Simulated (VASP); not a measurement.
# Ga (I4/mmm) in VASP: notebook

Ga is run at these levels: PBE0, PBEsol-based global hybrid with 25 % exact exchange, LDA, PBE; tasks: single point.

All numbers are computed with VASP 6.6.1; they aren't measurements. Logs are shortened: lines on timing, memory, paths and dates and some standing lists are left out, and cuts for length are marked.

**1. The cell of the first run**

The structure is tetragonal, space group I4/mmm (No. 139). The conventional cell has a = 2.787 Å, b = 2.787 Å, c = 4.653 Å, α = 90.00°, β = 90.00°, γ = 90.00°. Ga (site symmetry 4/mmm) has 12 Ga at 2.79 to 3.05 Å within 3.7 Å.

**2. Single point, PBE0**

Contents of POSCAR:

```
Ga
1.0
   -1.3935671902      1.3935671902      2.3265304007
    1.3935671902     -1.3935671902      2.3265304007
    1.3935671902      1.3935671902     -2.3265304007
Ga
1
Direct
    0.0000000000      0.0000000000      0.0000000000
```

Contents of INCAR.step1:

```
SYSTEM = Ga
  PREC = Accurate
  ENCUT = 520
  EDIFF = 1E-5
  ISMEAR = -1
  SIGMA = 0.05
  LREAL = .FALSE.
  LASPH = .TRUE.
  NELM = 100
  ALGO = Normal
  ISIF = 2
  LWAVE = .TRUE.
  GGA = PE
  NBANDS = 12
```

Contents of INCAR.step2:

```
SYSTEM = Ga
  PREC = Accurate
  ENCUT = 520
  EDIFF = 1E-7
  ISMEAR = -1
  SIGMA = 0.05
  LREAL = .FALSE.
  LASPH = .TRUE.
  NELM = 100
  ALGO = Normal
  ISIF = 2
  LWAVE = .FALSE.
  LCHARG = .TRUE.
  GGA = PE
  LHFCALC = .TRUE.
  AEXX = 0.25
  PRECFOCK = Normal
  LELF = .TRUE.
  LVHAR = .TRUE.
  ISTART = 1
  NBANDS = 12
```

Contents of KPOINTS:

```
Automatic mesh
0
G
  6 6 6
  0 0 0
```

Potentials or basis: VASP PAW PBE potentials, release 64 (Ga_d).

Run with:

```bash
$ cat potpaw_PBE.64/Ga_d/POTCAR > POTCAR
$ cp INCAR.step1 INCAR
$ mpirun -np 1 vasp_std > vasp.out
$ cp INCAR.step2 INCAR
$ mpirun -np 1 vasp_std > vasp.out
```

OUTCAR:

```text
SYSTEM = Ga
   PREC = Accurate
   ENCUT = 520
   EDIFF = 1E-7
   ISMEAR = -1
   LREAL = .FALSE.
   LASPH = .TRUE.
   NELM = 100
   ISIF = 2
   GGA = PE
   LHFCALC = .TRUE.
   AEXX = 0.25
   PRECFOCK = Normal
   ISTART = 1

 ion  position               nearest neighbor table
   1  0.000  0.000  0.000-

  LATTYP: Found a body centered tetragonal cell.
 ALAT       =     2.7871343804
 C/A-ratio  =     1.6694784558

  Lattice vectors:

 A1 = (  -1.3935671902,   1.3935671902,   2.3265304007)
 A2 = (   1.3935671902,  -1.3935671902,   2.3265304007)
 A3 = (   1.3935671902,   1.3935671902,  -2.3265304007)

Analysis of symmetry for initial positions (statically):
=====================================================================
 Subroutine PRICEL returns:
 Original cell was already a primitive cell.

 Routine SETGRP: Setting up the symmetry group for a
 body centered tetragonal supercell.

 Subroutine GETGRP returns: Found 16 space group operations
 (whereof 16 operations were pure point group operations)
 out of a pool of 16 trial point group operations.

The static configuration has the point symmetry D_4h.

Analysis of symmetry for dynamics (positions and initial velocities):
=====================================================================
 Subroutine PRICEL returns:
 Original cell was already a primitive cell.

 Routine SETGRP: Setting up the symmetry group for a
 body centered tetragonal supercell.

 Subroutine GETGRP returns: Found 16 space group operations
 (whereof 16 operations were pure point group operations)
 out of a pool of 16 trial point group operations.

The dynamic configuration has the point symmetry D_4h.

 Subroutine INISYM returns: Found 16 space group operations
 (whereof 16 operations are pure point group operations),
 and found     1 'primitive' translations

----------------------------------------------------------------------------------------

                                     Primitive cell

  volume of cell :      18.0728

  direct lattice vectors                    reciprocal lattice vectors
    -1.393567190  1.393567190  2.326530401     0.000000000  0.358791455  0.214912300
     1.393567190 -1.393567190  2.326530401     0.358791455  0.000000000  0.214912300
[... 94 lines left out ...]
   NELECT =      13.0000    total number of electrons
   NUPDOWN=      -1.0000    fix difference up-down
   EMIN   =  10.00;   EMAX   =-10.00  energy-range for DOS
   EFERMI =   0.00;   METHOD = LEGACY
   ISMEAR =    -1;   SIGMA  =   0.05  broadening in eV -4-tet -1-fermi 0-gaus
   EFERMI_NEDOS =   21; number of points for ismear=-14 and -15
   IALGO  =     38    algorithm
   IMIX   =      1    mixing-type and parameters
     AMIX     =   0.40;   BMIX     =  1.00
     AMIX_MAG =   1.60;   BMIX_MAG =  1.00
  volume/ion in A,a.u.               =      18.07       121.96
  Fermi-wavevector in a.u.,A,eV,Ry     =   1.466834  2.771915 29.274340  2.151603
  Thomas-Fermi vector in A             =   2.582524
   LORBIT       =      0    0 simple, 1 ext, 2 COOP (PROOUT), +10 PAW based schemes
   GGA     = PE    functional components
   LHFCALC =     T    Hartree Fock is set to
   PRECFOCK=normal    Normal, Fast or Accurate (Low or Medium for compatibility)
   ENCUT4O =  -1.0   cutoff for four orbital integrals eV
   NKREDX  =     1    reduce k-point grid by
   NKREDY  =     1    reduce k-point grid by
   NKREDZ  =     1    reduce k-point grid by
   AEXX    =    0.2500 exact exchange contribution
   HFSCREEN=    0.0000 screening length (either q_TF or 0.3 A-1)
   HFSCREENC=   0.0000 screening length for correlation (either q_TF or 0.3 A-1)
   ENCUTFOCK=  -1.0 apply spherical cutoff to Coloumb kernel
   IVDW    =     0    specifies the selected vdW correction
   LEPSILON=     F    determine dielectric tensor
   LRPA    =     F    only Hartree local field effects (RPA)
 non-spin polarized calculation
  energy-cutoff  :      520.00
  volume of cell :       18.07
 maximum number of plane-waves:       494
 NGX is ok and might be reduce to    24
  NGX = 18; NGY = 18; NGZ = 18

 number of electron      12.9999996 magnetization

 Free energy of the ion-electron system (eV)
  ---------------------------------------------------
  ext. energy  EPLUGINS =         0.00000000
  ---------------------------------------------------
  free energy    TOTEN  =        -3.60468254 eV

  energy without entropy =       -3.60328652  energy(sigma->0) =       -3.60398453

 E-fermi :   6.1695     XC(G=0):  -8.8247

 val. band max:        5.5597680433   @ k =   0.3333   0.1667  -0.0000
 cond. band min:       6.2668406789   @ k =   0.3333   0.3333  -0.0000
 fundamental gap:      0.7070726356
 Fermi energy:         6.1695497247

 k-point     1 :       0.0000    0.0000    0.0000
  band No.  band energies     occupation
      1     -12.4360      2.00000
      2     -12.2818      2.00000
      3     -12.2478      2.00000
      4     -12.2478      2.00000
      5     -12.0936      2.00000
      6      -7.3567      2.00000
      7      20.0408      0.00000
      8      20.2894      0.00000
      9      20.2895      0.00000
     10      23.4380      0.00000
     11      23.6558      0.00000
     12      24.3663      0.00000
[... 331 lines left out ...]
 k-point    24 :      -0.1667   -0.3333    0.1667
  band No.  band energies     occupation
      1     -12.4443      2.00000
      2     -12.3261      2.00000
      3     -12.1817      2.00000
      4     -12.1678      2.00000
      5     -12.0826      2.00000
      6      -4.7163      2.00000
      7      10.7714      0.00000
      8      12.3334      0.00000
      9      16.7491      0.00000
     10      19.6617      0.00000
     11      24.3612      0.00000
     12      27.0505      0.00000

 [... further k-points ...]

------------------------ aborting loop because EDIFF is reached ----------------------------------------

  FORCE on cell =-STRESS in cart. coord.  units (eV):
  Direction    XX          YY          ZZ          XY          YZ          ZX
  --------------------------------------------------------------------------------------
  -------------------------------------------------------------------------------------
  Total        0.6418682      0.6418682     -0.8037807      0.0000000     -0.0000000      0.0000000
  in kB       56.9025683     56.9025683    -71.2563570      0.0000000     -0.0000000      0.0000000
  external PRESSURE =      14.1829265 kB  Pullay stress =       0.0000000 kB

 VOLUME and BASIS-vectors are now :
 -----------------------------------------------------------------------------
  energy-cutoff  :      520.00
  volume of cell :       18.07
      direct lattice vectors                 reciprocal lattice vectors
    -1.393567190  1.393567190  2.326530401     0.000000000  0.358791455  0.214912300
     1.393567190 -1.393567190  2.326530401     0.358791455  0.000000000  0.214912300
     1.393567190  1.393567190 -2.326530401     0.358791455  0.358791455  0.000000000

 POSITION                                       TOTAL-FORCE (eV/Angst)
 -----------------------------------------------------------------------------------
      0.00000      0.00000      0.00000        -0.000000      0.000000      0.000000
 -----------------------------------------------------------------------------------
    total drift:                                0.000000      0.000000      0.000000

  FREE ENERGIE OF THE ION-ELECTRON SYSTEM (eV)
  ---------------------------------------------------
  free  energy   TOTEN  =        -3.6046825431 eV

  energy  without entropy=       -3.6032865228  energy(sigma->0) =       -3.60398453
```

It took 33 min on 1 thread of Intel Xeon Platinum 8259CL at 2.50GHz (Skylake/Cascade Lake), shared host; peak memory 0.15 GiB.

Results:

```
Free energy            : -3.6047 eV
Pressure               : 1.4 GPa
Band gap on the k mesh : zero (an odd number of electrons rules out a gap without spin polarisation)
```

Levels at points of the mesh, in eV from the Fermi level:
```
           k point  band 2  band 3  band 4  band 5  band 6  band 7  band 8  band 9  band 10  band 11
(0.00, 0.00, 0.00)  -18.45  -18.42  -18.42  -18.26  -13.53   13.87   14.12   14.12    17.27    17.49
(0.50, 0.00, 0.00)  -18.55  -18.40  -18.26  -18.21   -6.15   -5.37    8.84   12.67    13.64    17.01
(0.50, 0.50, 0.00)  -18.61  -18.28  -18.26  -18.12   -2.83   -1.53    4.41    5.84     8.63     8.74
(0.50, 0.50, 0.50)  -18.61  -18.23  -18.23  -18.22   -5.66   -5.03    8.00    8.00    10.97    12.12
```

Caveat: the k points lie up to 0.44 Å⁻¹ apart, too coarse for converged energies and pressures of a metal; the PAW data sets were made with another functional, which shifts forces and pressure a little.

**3. Single point, PBE0**

This run uses another cell than the first one, of 18.43 Å³/atom.

Contents of POSCAR:

```
Ga
1.0
   -1.4026165814      1.4026165814      2.3416381643
    1.4026165814     -1.4026165814      2.3416381643
    1.4026165814      1.4026165814     -2.3416381643
Ga
1
Direct
    0.0000000000      0.0000000000      0.0000000000
```

Contents of INCAR.step1:

```
SYSTEM = Ga
ALGO = Normal
EDIFF = 1E-5
ENCUT = 520
GGA = PE
ISIF = 2
ISMEAR = -1
LASPH = .True.
LCHARG = .False.
LREAL = .False.
LWAVE = .True.
NBANDS = 12
NELM = 80
PREC = Accurate
SIGMA = 0.05
```

Contents of INCAR.step2:

```
SYSTEM = Ga
AEXX = 0.25
ALGO = Normal
EDIFF = 1E-6
ENCUT = 520
GGA = PE
ISIF = 2
ISMEAR = -1
ISTART = 1
LASPH = .True.
LCHARG = .False.
LHFCALC = .True.
LREAL = .False.
LWAVE = .False.
NBANDS = 12
NELM = 80
PREC = Accurate
PRECFOCK = Normal
SIGMA = 0.05
```

Contents of KPOINTS:

```
k-points
0
Gamma
  6 6 6
  0 0 0
```

Potentials or basis: VASP PAW PBE potentials, release 64 (Ga_d).

Run with:

```bash
$ cat potpaw_PBE.64/Ga_d/POTCAR > POTCAR
$ cp INCAR.step1 INCAR
$ mpirun -np 1 vasp_std > vasp.out
$ cp INCAR.step2 INCAR
$ mpirun -np 1 vasp_std > vasp.out
```

It took 25 min on 1 thread of Intel Xeon Platinum 8259CL at 2.50GHz (Skylake/Cascade Lake), shared host; peak memory 0.15 GiB.

The run converged. Its results:

```yaml
Free_energy: -3.6063 eV
Pressure: 0.3 GPa
Band_gap_on_the_k_mesh: zero (an odd number of electrons rules out a gap without spin polarisation)
```

Stress tensor (GPa, compression positive):
```
 4.34  0.00  0.00
 0.00  4.34  0.00
 0.00  0.00 -7.85
```

Levels at points of the mesh, in eV from the Fermi level:
| k point | band 2 | band 3 | band 4 | band 5 | band 6 | band 7 | band 8 | band 9 | band 10 | band 11 |
| --- | --- | --- | --- | --- | --- | --- | --- | --- | --- | --- |
| (0.00, 0.00, 0.00) | -18.46 | -18.43 | -18.43 | -18.28 | -13.38 | 13.60 | 13.87 | 13.87 | 17.05 | 17.34 |
| (0.50, 0.00, 0.00) | -18.56 | -18.41 | -18.28 | -18.23 | -6.15 | -5.29 | 8.69 | 12.51 | 13.40 | 16.85 |
| (0.50, 0.50, 0.00) | -18.61 | -18.30 | -18.27 | -18.15 | -2.78 | -1.62 | 4.33 | 5.76 | 8.48 | 8.65 |
| (0.50, 0.50, 0.50) | -18.60 | -18.25 | -18.25 | -18.24 | -5.68 | -4.95 | 7.88 | 7.88 | 10.85 | 11.93 |

Caveat: the k points lie up to 0.44 Å⁻¹ apart, too coarse for converged energies and pressures of a metal; the PAW data sets were made with another functional, which shifts forces and pressure a little.

(Part 1 of 3 ends here.)

The gap in the log of VASP goes by the Fermi energy; the results here count the filled bands.